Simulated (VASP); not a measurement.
# AgI (F-43m) in VASP: further runs, part 2 of 2

VASP 6.6.1. The steps go on from the part before.

### Step 4. Vibrations by perturbation theory, PBEsol

This run uses another cell than the first one, of 29.17 Å³/atom, 1.098 times its volume.

The input, INCAR:

```
PREC = Accurate ; ENCUT = 500
EDIFF = 1E-8 ; ISMEAR = 0
SIGMA = 0.01 ; LREAL = F
LASPH = T ; NELM = 120
ALGO = Normal ; ISIF = 2
LWAVE = F ; LCHARG = F
GGA = PS ; IBRION = 8
NSW = 1 ; GGA_COMPAT = F
```

The input, KPOINTS:

```
regular mesh
0
Gamma
  6 6 6
```

The input, POSCAR:

```
AgI
1.0
    3.0783711463      3.0783711463      0.0000000000
   -3.0783711463      3.0783711463      0.0000000000
    0.0000000000      3.0783711463      3.0783711463
Ag I
1 1
Direct
    0.0000000000      0.0000000000      0.0000000000
    0.7500000000      0.2500000000      0.5000000000
```

Potentials or basis: VASP PAW PBE potentials, release 64 (Ag, I).

On the command line:

```sh
$ cat potpaw_PBE.64/Ag/POTCAR potpaw_PBE.64/I/POTCAR > POTCAR
$ mpirun -np 1 vasp_std > vasp.out
```

OUTCAR:

```text
PREC = Accurate
   ENCUT = 500
   EDIFF = 1E-8
   ISMEAR = 0
   LREAL = F
   LASPH = T
   NELM = 120
   ISIF = 2
   GGA = PS
   IBRION = 8
   NSW = 1

 ion  position               nearest neighbor table
   1  0.000  0.000  0.000-   2 2.67   2 2.67   2 2.67   2 2.67
   2  0.750  0.250  0.500-   1 2.67   1 2.67   1 2.67   1 2.67

  LATTYP: Found a face centered cubic cell.
 ALAT       =     6.1567422926

  Lattice vectors:

 A1 = (   0.0000000000,   3.0783711463,   3.0783711463)
 A2 = (   3.0783711463,   0.0000000000,   3.0783711463)
[... 498 lines left out ...]
               1X          1Y          1Z          2X          2Y          2Z
  1X    -4.775554    0.000000    0.000000    4.775554    0.000000    0.000000
  1Y     0.000000   -4.775554    0.000000    0.000000    4.775554    0.000000
  1Z     0.000000    0.000000   -4.775554    0.000000    0.000000    4.775554
  2X     4.766040    0.000000    0.000000   -4.766040    0.000000    0.000000
  2Y     0.000000    4.766040    0.000000    0.000000   -4.766040    0.000000
  2Z     0.000000    0.000000    4.766040    0.000000    0.000000   -4.766040

 Eigenvectors and eigenvalues of the dynamical matrix
 ----------------------------------------------------

   1 f  =    4.472012 THz    28.098481 2PiTHz  149.170271 cm-1    18.494748 meV
             X         Y         Z           dx          dy          dz
      0.000000  0.000000  0.000000     0.735552    0.000000    0.000000
      1.539186  4.617557  1.539186    -0.677468    0.000000    0.000000
[... 21 lines left out ...]
   6 f/i=    0.002222 THz     0.013962 2PiTHz    0.074122 cm-1     0.009190 meV
             X         Y         Z           dx          dy          dz
      0.000000  0.000000  0.000000    -0.043945   -0.501676    0.453160
      1.539186  4.617557  1.539186    -0.047712   -0.544688    0.492012

--------------------------------------------------------------------------------------------------------

 ELASTIC MODULI CONTR FROM IONIC RELAXATION (kBar)
 Direction    XX          YY          ZZ          XY          YZ          ZX
 --------------------------------------------------------------------------------
 XX          -0.0000     -0.0000     -0.0000     -0.0000     -0.0000     -0.0000
 YY          -0.0000     -0.0000      0.0000      0.0000     -0.0000     -0.0000
 ZZ          -0.0000      0.0000     -0.0000     -0.0000     -0.0000      0.0000
 XY          -0.0000      0.0000     -0.0000   -503.2841     -0.0000      0.0000
 YZ          -0.0000     -0.0000     -0.0000     -0.0000   -503.2841     -0.0000
 ZX          -0.0000     -0.0000      0.0000      0.0000     -0.0000   -503.2841
 --------------------------------------------------------------------------------
```

OSZICAR:

```text
N       E                     dE             d eps       ncg     rms          rms(c)
DAV:   1     0.913104041459E+02    0.91310E+02   -0.80652E+03   432   0.116E+03
DAV:   2    -0.194870618270E+01   -0.93259E+02   -0.89630E+02   471   0.228E+02
DAV:   3    -0.541498806028E+01   -0.34663E+01   -0.34552E+01   496   0.450E+01
DAV:   4    -0.546692651739E+01   -0.51938E-01   -0.51933E-01   560   0.547E+00
[... 42 lines left out ...]
RMM:   8    -0.795562287747E-01   -0.53877E-07   -0.41179E-08  2087   0.170E-04    0.328E-05
RMM:   9    -0.795561573091E-01    0.71466E-07    0.27349E-08  1988   0.595E-05    0.124E-05
RMM:  10    -0.795561903898E-01   -0.33081E-07   -0.57910E-09  2109   0.147E-05    0.333E-06
RMM:  11    -0.795562051379E-01   -0.14748E-07   -0.83390E-09  1993   0.472E-06    0.490E-07
RMM:  12    -0.795562043903E-01    0.74759E-09    0.39842E-09  1175   0.125E-06    0.111E-07
 Linear response finished
```

It took 64 s on 1 thread of AMD EPYC 9R45 (Zen 5), shared host; peak memory 0.24 GiB.

Results:

```
Highest phonon frequency at Γ, LO-TO splitting left out : 149 cm⁻¹
```

Phonon frequencies in cm⁻¹ (negative: imaginary):
| q point | frequencies |
| --- | --- |
| (0.000, 0.000, 0.000) | 0 0 0 149 149 149 |

Caveat: the cell wasn't relaxed at this level first, which shifts response properties; the PAW data sets were made with another functional, which shifts forces and pressure a little; spin-orbit coupling is left out, which moves the levels of the heavy elements.

### Step 5. Vibrations by perturbation theory, PBEsol

This run uses another cell than the first one, of 30.64 Å³/atom, 1.153 times its volume.

INCAR: that of step 4 with these lines changed.

```diff
@@ -6,3 +6,4 @@
 LWAVE = F ; LCHARG = F
-GGA = PS ; IBRION = 8
-NSW = 1 ; GGA_COMPAT = F
+GGA = PS ; NBANDS = 16
+IBRION = 8 ; NSW = 1
+GGA_COMPAT = F
```

KPOINTS is that of step 4.

The input, POSCAR:

```
AgI
1.0
    3.1292486698      3.1292486698      0.0000000000
   -3.1292486698      3.1292486698      0.0000000000
    0.0000000000      3.1292486698      3.1292486698
Ag I
1 1
Direct
    0.0000000000      0.0000000000      0.0000000000
    0.7500000000      0.2500000000      0.5000000000
```

Potentials or basis: VASP PAW PBE potentials, release 64 (Ag, I).

On the command line:

```sh
$ cat potpaw_PBE.64/Ag/POTCAR potpaw_PBE.64/I/POTCAR > POTCAR
$ mpirun -np 1 vasp_std > vasp.out
```

OUTCAR:

```text
PREC = Accurate
   ENCUT = 500
   EDIFF = 1E-8
   ISMEAR = 0
   LREAL = F
   LASPH = T
   NELM = 120
   ISIF = 2
   GGA = PS
   IBRION = 8
   NSW = 1

 ion  position               nearest neighbor table
   1  0.000  0.000  0.000-   2 2.71   2 2.71   2 2.71   2 2.71
   2  0.750  0.250  0.500-   1 2.71   1 2.71   1 2.71   1 2.71

  LATTYP: Found a face centered cubic cell.
 ALAT       =     6.2584973396

  Lattice vectors:

 A1 = (   0.0000000000,   3.1292486698,   3.1292486698)
 A2 = (   3.1292486698,   0.0000000000,   3.1292486698)
 A3 = (   3.1292486698,   3.1292486698,   0.0000000000)

Analysis of symmetry for initial positions (statically):
=====================================================================
 Subroutine PRICEL returns:
 Original cell was already a primitive cell.

 Routine SETGRP: Setting up the symmetry group for a
 face centered cubic supercell.

 Subroutine GETGRP returns: Found 24 space group operations
 (whereof 24 operations were pure point group operations)
[... 520 lines left out ...]
 -----------------------------------------------------------------------------
     0.00509  0.00000  0.00000
     0.00000 -0.02475  7.14955
     0.00000  7.14955 -0.02475

 INTERNAL STRAIN TENSOR FOR ION    2 for displacements in x,y,z  (eV/Angst):
          X           Y           Z          XY          YZ          ZX
  --------------------------------------------------------------------------------
  x     0.00000     0.00000     0.00000     0.00000     7.14955     0.00000
  y     0.00000    -0.00000     0.00000     0.00000     0.00000     7.14955
  z     0.00000     0.00000     0.00000     7.14955     0.00000     0.00000

 SECOND DERIVATIVES (NOT SYMMETRIZED)
 ------------------------------------
               1X          1Y          1Z          2X          2Y          2Z
  1X    -3.818760    0.000000    0.000000    3.818760    0.000000    0.000000
  1Y     0.000000   -3.818760    0.000000    0.000000    3.818760    0.000000
  1Z     0.000000    0.000000   -3.818760    0.000000    0.000000    3.818760
  2X     3.819471    0.000000   -0.000000   -3.819471   -0.000000    0.000000
  2Y    -0.000000    3.819471    0.000000    0.000000   -3.819471   -0.000000
  2Z    -0.000000    0.000000    3.819471    0.000000   -0.000000   -3.819471

 Eigenvectors and eigenvalues of the dynamical matrix
 ----------------------------------------------------

   1 f  =    4.001010 THz    25.139089 2PiTHz  133.459338 cm-1    16.546842 meV
             X         Y         Z           dx          dy          dz
      0.000000  0.000000  0.000000     0.000000   -0.000000   -0.735184
      1.564624  4.693873  1.564624    -0.000000    0.000000    0.677868
[... 21 lines left out ...]
   6 f/i=    0.000186 THz     0.001166 2PiTHz    0.006190 cm-1     0.000767 meV
             X         Y         Z           dx          dy          dz
      0.000000  0.000000  0.000000     0.000000   -0.000000   -0.677868
      1.564624  4.693873  1.564624    -0.000000    0.000000   -0.735184

--------------------------------------------------------------------------------------------------------

 ELASTIC MODULI CONTR FROM IONIC RELAXATION (kBar)
 Direction    XX          YY          ZZ          XY          YZ          ZX
 --------------------------------------------------------------------------------
 XX          -0.0000     -0.0000      0.0000      0.0000     -0.0000      0.0000
 YY          -0.0000     -0.0000     -0.0000      0.0000      0.0000      0.0000
 ZZ           0.0000     -0.0000     -0.0000     -0.0000      0.0000      0.0000
 XY           0.0000      0.0000     -0.0000   -365.4601     -0.0000      0.0000
 YZ          -0.0000      0.0000      0.0000     -0.0000   -365.4601      0.0000
 ZX           0.0000      0.0000      0.0000      0.0000      0.0000   -365.4601
 --------------------------------------------------------------------------------
```

stdout:

```text
POSCAR found type information on POSCAR AgI
 POSCAR found :  2 types and       2 ions
 scaLAPACK will be used
 -----------------------------------------------------------------------------
|                                                                             |
|                                                                             |
|     You enforced a specific xc type in the INCAR file but a different       |
|     I HOPE YOU KNOW WHAT YOU ARE DOING!                                     |
|                                                                             |
 -----------------------------------------------------------------------------

 LDA part: xc-table for (Slater+PW92), standard interpolation
 POSCAR, INCAR and KPOINTS ok, starting setup
 FFT: planning ... GRIDC
 FFT: planning ... GRID_SOFT
 FFT: planning ... GRID
 WAVECAR not read
 entering main loop
 Linear response reoptimize wavefunctions to high precision
 Linear response DOF=           2
 Linear response progress:
 first order change of Fermi-energy   0.49964E-04
 force on displaced ion       1 direction 1 :  -3.819   0.000  -0.000
 Linear response progress:
 first order change of Fermi-energy  -0.58465E-03
 force on displaced ion       2 direction 1 :  -3.819  -0.000   0.000
 Linear response finished
```

It took 71 s on 1 thread of AMD EPYC 9R45 (Zen 5), shared host; peak memory 0.25 GiB.

What came out:

```
Highest phonon frequency at Γ, LO-TO splitting left out : 133 cm⁻¹
```

Phonon frequencies in cm⁻¹ (negative: imaginary):
```
              q point        frequencies
(0.000, 0.000, 0.000)  0 0 0 133 133 133
```

Caveat: the cell wasn't relaxed at this level first, which shifts response properties; the PAW data sets were made with another functional, which shifts forces and pressure a little; spin-orbit coupling is left out, which moves the levels of the heavy elements.
